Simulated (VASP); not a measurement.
# TiC (I4/mmm) in VASP: single point with PBEsol

Aim: the single point of TiC with PBEsol.

Program: VASP 6.6.1. These are calculated values, not measurements. Logs are shortened: lines on timing, memory, paths and dates and some standing lists are left out, and cuts for length are marked.

## Step 1: The cell of the first run

The typed cell holds 4 atoms: a = 3.036 Å, b = 3.036 Å, c = 4.293 Å, α = 90.00°, β = 90.00°, γ = 90.00°.

## Step 2: Single point, PBEsol

Input file INCAR:

```
SYSTEM = TiC
PREC = Accurate
ENCUT = 520
EDIFF = 1E-6
ISMEAR = 0
SIGMA = 0.15
LREAL = .FALSE.
LASPH = .TRUE.
NELM = 60
ALGO = Fast
ISIF = 2
LWAVE = .FALSE.
LCHARG = .TRUE.
GGA = PS
LELF = .TRUE.
LVHAR = .TRUE.
NBANDS = 24
```

Input file KPOINTS:

```
regular mesh
0
G
  12 12 8
  0 0 0
```

Input file POSCAR:

```
TiC
1.0
    0.0000211002     -2.1468091266     -2.1468061916
   -0.0000267591      2.1467588386     -2.1467559036
    4.2926059422     -0.0000478593      0.0000056589
Ti C
2 2
Direct
    0.4999965260      0.5000048254      0.5000054858
    0.0000034740     -0.0000048254     -0.0000054858
    0.4999956559      0.5000053174      0.0000065007
    0.0000043441     -0.0000053174      0.4999934993
```

Potentials or basis: VASP PAW PBE potentials, release 64 (Ti_sv, C).

The run is started by

```console
$ cat potpaw_PBE.64/Ti_sv/POTCAR potpaw_PBE.64/C/POTCAR > POTCAR
$ mpirun -np 1 vasp_std > vasp.out
```

OUTCAR:

```text
SYSTEM = TiC
   PREC = Accurate
   ENCUT = 520
   EDIFF = 1E-6
   ISMEAR = 0
   LREAL = .FALSE.
   LASPH = .TRUE.
   NELM = 60
   ISIF = 2
   GGA = PS

 ion  position               nearest neighbor table
   1  0.500  0.500  0.500-   3 2.15   3 2.15   4 2.15   4 2.15   4 2.15   4 2.15
   2  0.000  1.000  1.000-   4 2.15   4 2.15   3 2.15   3 2.15   3 2.15   3 2.15
   3  0.500  0.500  0.000-   1 2.15   1 2.15   2 2.15   2 2.15   2 2.15   2 2.15
   4  0.000  1.000  0.500-   2 2.15   2 2.15   1 2.15   1 2.15   1 2.15   1 2.15

  LATTYP: Found a simple monoclinic cell.
 ALAT       =     3.0359733895
 B/A-ratio  =     1.0000234251
 C/A-ratio  =     2.4492965743
 COS(beta)  =    -0.8165507982

  Lattice vectors:

 A1 = (  -0.0000267591,   2.1467588386,  -2.1467559036)
 A2 = (   0.0000211002,  -2.1468091266,  -2.1468061916)
 A3 = (  -4.2925524240,  -4.2934698179,   4.2935061483)

Analysis of symmetry for initial positions (statically):
=====================================================================
 Subroutine PRICEL returns:
 Original cell was already a primitive cell.

 Routine SETGRP: Setting up the symmetry group for a
 simple monoclinic supercell.

 Subroutine GETGRP returns: Found  2 space group operations
 (whereof  1 operations were pure point group operations)
 out of a pool of  4 trial point group operations.

The static configuration has the point symmetry C_1 .
 The point group associated with its full space group is S_2 .

Analysis of symmetry for dynamics (positions and initial velocities):
=====================================================================
 Subroutine PRICEL returns:
 Original cell was already a primitive cell.

 Routine SETGRP: Setting up the symmetry group for a
 simple monoclinic supercell.

 Subroutine GETGRP returns: Found  2 space group operations
 (whereof  1 operations were pure point group operations)
 out of a pool of  4 trial point group operations.

The dynamic configuration has the point symmetry C_1 .
 The point group associated with its full space group is S_2 .

 Subroutine INISYM returns: Found  2 space group operations
 (whereof  1 operations are pure point group operations),
 and found     1 'primitive' translations

----------------------------------------------------------------------------------------

                                     Primitive cell

  volume of cell :      39.5665

  direct lattice vectors                    reciprocal lattice vectors
     0.000021100 -2.146809127 -2.146806192    -0.000002290 -0.232903798 -0.232904117
    -0.000026759  2.146758839 -2.146755904     0.000002904  0.232909254 -0.232909573
     4.292605942 -0.000047859  0.000005659     0.232958723  0.000002597 -0.000000307

  length of vectors
     3.036044507  3.035973389  4.292605942     0.329375936  0.329383651  0.232958723

  position of ions in fractional coordinates (direct lattice)
     0.499996526  0.500004825  0.500005486
     0.000003474  0.999995175  0.999994514
     0.499995656  0.500005317  0.000006501
     0.000004344  0.999994683  0.499993499

  ion indices of the primitive-cell ions
   primitive index   ion index
                 1           1
                 2           2
                 3           3
                 4           4

----------------------------------------------------------------------------------------

 KPOINTS: regular mesh

Automatic generation of k-mesh.
 Grid dimensions read from file:
 generate k-points for:   12   12    8

 Generating k-lattice:

  Cartesian coordinates                     Fractional coordinates (reciprocal lattice)
    -0.000000191 -0.019408650 -0.019408676     0.083333333  0.000000000 -0.000000000
     0.000000242  0.019409105 -0.019409131    -0.000000000  0.083333333  0.000000000
     0.029119840  0.000000325 -0.000000038    -0.000000000  0.000000000  0.125000000

  Length of vectors
     0.027447995  0.027448638  0.029119840

  Shift w.r.t. Gamma in fractional coordinates (k-lattice)
     0.000000000  0.000000000  0.000000000

 Subroutine IBZKPT returns following result:
 ===========================================

 Found    580 irreducible k-points:

 Following reciprocal coordinates:
            Coordinates               Weight
  0.000000  0.000000  0.000000      1.000000
  0.083333  0.000000  0.000000      2.000000
  0.166667  0.000000  0.000000      2.000000
  0.250000  0.000000  0.000000      2.000000
  0.333333  0.000000  0.000000      2.000000
  0.416667  0.000000  0.000000      2.000000
[... 16 lines left out ...]
  0.166667  0.166667 -0.000000      2.000000
 -0.166667  0.166667 -0.000000      2.000000
 [... further k-points ...]
   k-points           NKPTS =    580   k-points in BZ     NKDIM =    580   number of bands    NBANDS=     24
   number of dos      NEDOS =    301   number of ions     NIONS =      4
   total plane-waves  NPLWV =  18432
   dimension x,y,z NGX =    24 NGY =   24 NGZ =   32
   dimension x,y,z NGXF=    48 NGYF=   48 NGZF=   64
   ions per type =               2   2
   NGX,Y,Z   is equivalent  to a cutoff of  13.14, 13.14, 12.39 a.u.
   NGXF,Y,Z  is equivalent  to a cutoff of  26.28, 26.28, 24.79 a.u.
 SYSTEM =  TiC
   PREC   = accura    normal or accurate (medium, high low for compatibility)
   ISTART =      0    job   : 0-new  1-cont  2-samecut
   ICHARG =      2    charge: 1-file 2-atom 10-const
   ISPIN  =      1    spin polarized calculation?
   LNONCOLLINEAR =      F non collinear calculations
   LSORBIT =      F    spin-orbit coupling
   LASPH  =      T    aspherical Exc in radial PAW
   ENCUT  =  520.0 eV  38.22 Ry    6.18 a.u.   5.65  5.64  7.98*2*pi/ulx,y,z
   NELM   =     60;   NELMIN=  2; NELMDL= -5     # of ELM steps
   EDIFF  = 0.1E-05   stopping-criterion for ELM
   LREAL  =      F    real-space projection
   EDIFFG = 0.1E-04   stopping-criterion for IOM
   NSW    =      0    number of steps for IOM
   IBRION =     -1    ionic relax: 0-MD 1-quasi-New 2-CG
   NFREE  =      0    steps in history (QN), initial steepest desc. (CG)
   ISIF   =      2    stress and relaxation
   ISYM   =      2    0-nonsym 1-usesym 2-fastsym
   POTIM  = 0.5000    time-step for ionic-motion
   TEBEG  =    0.0;   TEEND  =   0.0 temperature during run
   PSTRESS=    0.0 pullay stress
   NELECT =      32.0000    total number of electrons
   NUPDOWN=      -1.0000    fix difference up-down
   EMIN   =  10.00;   EMAX   =-10.00  energy-range for DOS
   EFERMI =   0.00;   METHOD = LEGACY
   ISMEAR =     0;   SIGMA  =   0.15  broadening in eV -4-tet -1-fermi 0-gaus
   EFERMI_NEDOS =   21; number of points for ismear=-14 and -15
   IALGO  =     68    algorithm
   IMIX   =      4    mixing-type and parameters
     AMIX     =   0.40;   BMIX     =  1.00
     AMIX_MAG =   1.60;   BMIX_MAG =  1.00
  volume/ion in A,a.u.               =       9.89        66.75
  Fermi-wavevector in a.u.,A,eV,Ry     =   1.525278  2.882358 31.653603  2.326474
  Thomas-Fermi vector in A             =   2.633470
   LORBIT       =      0    0 simple, 1 ext, 2 COOP (PROOUT), +10 PAW based schemes
   GGA     = PS    functional components
   LHFCALC =     F    Hartree Fock is set to
   AEXX    =    0.0000 exact exchange contribution
   IVDW    =     0    specifies the selected vdW correction
   LEPSILON=     F    determine dielectric tensor
   LRPA    =     F    only Hartree local field effects (RPA)
 non-spin polarized calculation
 RMM-DIIS sequential band-by-band and
 Gauss-broadening in eV      SIGMA  =   0.15
  energy-cutoff  :      520.00
  volume of cell :       39.57
 maximum number of plane-waves:      1088
   NGX = 11   NGY = 11   NGZ = 15

 number of electron      32.0000004 magnetization

 Free energy of the ion-electron system (eV)
  ---------------------------------------------------
  ext. energy  EPLUGINS =         0.00000000
  ---------------------------------------------------
  free energy    TOTEN  =       -39.60838041 eV

  energy without entropy =      -39.60260650  energy(sigma->0) =      -39.60549345

 E-fermi :   9.6335     XC(G=0): -12.9985

 val. band max:        9.6318882209   @ k =  -0.4167   0.3333   0.0000
 cond. band min:       9.6978303622   @ k =   0.0000   0.0833  -0.1250
 fundamental gap:      0.0659421413
 Fermi energy:         9.6334960479

 k-point     1 :       0.0000    0.0000    0.0000
  band No.  band energies     occupation
      1     -46.6364      2.00000
      2     -46.5238      2.00000
      3     -23.2381      2.00000
      4     -22.9377      2.00000
      5     -22.9377      2.00000
      6     -22.7488      2.00000
[... 16 lines left out ...]
     23      12.4499      0.00000
     24      13.2723      0.00000

 k-point     2 :       0.0833    0.0000    0.0000
  band No.  band energies     occupation
      1     -46.6326      2.00000
      2     -46.5239      2.00000
      3     -23.2279      2.00000
      4     -22.9549      2.00000
      5     -22.9318      2.00000
      6     -22.7729      2.00000
[... 16 lines left out ...]
     23      12.9509      0.00000
     24      13.2270      0.00000

 k-point     3 :       0.1667    0.0000    0.0000
  band No.  band energies     occupation
      1     -46.6219      2.00000
      2     -46.5243      2.00000
      3     -23.1986      2.00000
      4     -23.0008      2.00000
      5     -22.9152      2.00000
      6     -22.8390      2.00000
[... 16 lines left out ...]
     23      13.4346      0.00000
     24      14.1489      0.00000

 k-point     4 :       0.2500    0.0000    0.0000
  band No.  band energies     occupation
      1     -46.6059      2.00000
      2     -46.5262      2.00000
      3     -23.1529      2.00000
      4     -23.0609      2.00000
      5     -22.9304      2.00000
      6     -22.8902      2.00000
[... 16 lines left out ...]
     23      13.5919      0.00000
     24      15.5401      0.00000

 k-point     5 :       0.3333    0.0000    0.0000
  band No.  band energies     occupation
      1     -46.5873      2.00000
      2     -46.5308      2.00000
      3     -23.1162      2.00000
      4     -23.0953      2.00000
      5     -23.0248      2.00000
      6     -22.8606      2.00000
[... 451 lines left out ...]
 k-point    22 :      -0.0833    0.1667   -0.0000
  band No.  band energies     occupation
      1     -46.6183      2.00000
      2     -46.5241      2.00000
      3     -23.1895      2.00000
      4     -22.9998      2.00000
      5     -22.9278      2.00000
      6     -22.8458      2.00000
[... 16 lines left out ...]
     23      14.0221      0.00000
     24      14.4115      0.00000

 k-point    23 :       0.1667    0.1667   -0.0000
  band No.  band energies     occupation
      1     -46.6084      2.00000
      2     -46.5238      2.00000
      3     -23.1634      2.00000
      4     -23.0138      2.00000
      5     -22.9442      2.00000
      6     -22.8813      2.00000
[... 16 lines left out ...]
     23      13.2753      0.00000
     24      14.9694      0.00000

 k-point    24 :      -0.1667    0.1667   -0.0000
  band No.  band energies     occupation
      1     -46.6084      2.00000
      2     -46.5238      2.00000
      3     -23.1634      2.00000
      4     -23.0138      2.00000
      5     -22.9442      2.00000
      6     -22.8813      2.00000
[... 16 lines left out ...]
     23      13.2754      0.00000
     24      14.9714      0.00000

 [... further k-points ...]
[... 5 lines left out ...]
  --------------------------------------------------------------------------------------
  -------------------------------------------------------------------------------------
  Total        0.0602547      0.0611125      0.0612294      0.0009447     -0.0010220     -0.0001277
  in kB        2.4399149      2.4746485      2.4793805      0.0382558     -0.0413844     -0.0051711
  external PRESSURE =       2.4646480 kB  Pullay stress =       0.0000000 kB

 VOLUME and BASIS-vectors are now :
 -----------------------------------------------------------------------------
  energy-cutoff  :      520.00
  volume of cell :       39.57
      direct lattice vectors                 reciprocal lattice vectors
     0.000021100 -2.146809127 -2.146806192    -0.000002290 -0.232903798 -0.232904117
    -0.000026759  2.146758839 -2.146755904     0.000002904  0.232909254 -0.232909573
     4.292605942 -0.000047859  0.000005659     0.232958723  0.000002597 -0.000000307

 POSITION                                       TOTAL-FORCE (eV/Angst)
 -----------------------------------------------------------------------------------
      2.14632     -0.00003     -2.14678        -0.000548     -0.000332      0.000045
      4.29256      2.14669     -2.14675         0.000548      0.000332     -0.000045
      0.00003     -0.00000     -2.14678        -0.000437     -0.000310      0.000030
      2.14625      2.14671     -2.14675         0.000437      0.000310     -0.000030
 -----------------------------------------------------------------------------------
    total drift:                                0.000000     -0.000000     -0.000000

  FREE ENERGIE OF THE ION-ELECTRON SYSTEM (eV)
  ---------------------------------------------------
  free  energy   TOTEN  =       -39.6083804071 eV

  energy  without entropy=      -39.6026065017  energy(sigma->0) =      -39.60549345
```

Wall time 21 min (1 thread of Oxide Virtual Turin-like, shared host); peak memory 0.49 GiB.

Results:

* Free energy: -39.6084 eV
* Pressure: 0.2 GPa
* Band gap on the k mesh: zero (bands 16 and 17 overlap by 1.09 eV)

Caveat: the PAW data sets were made with another functional, which shifts forces and pressure a little.

The gap in the log of VASP goes by the Fermi energy; the results here count the filled bands.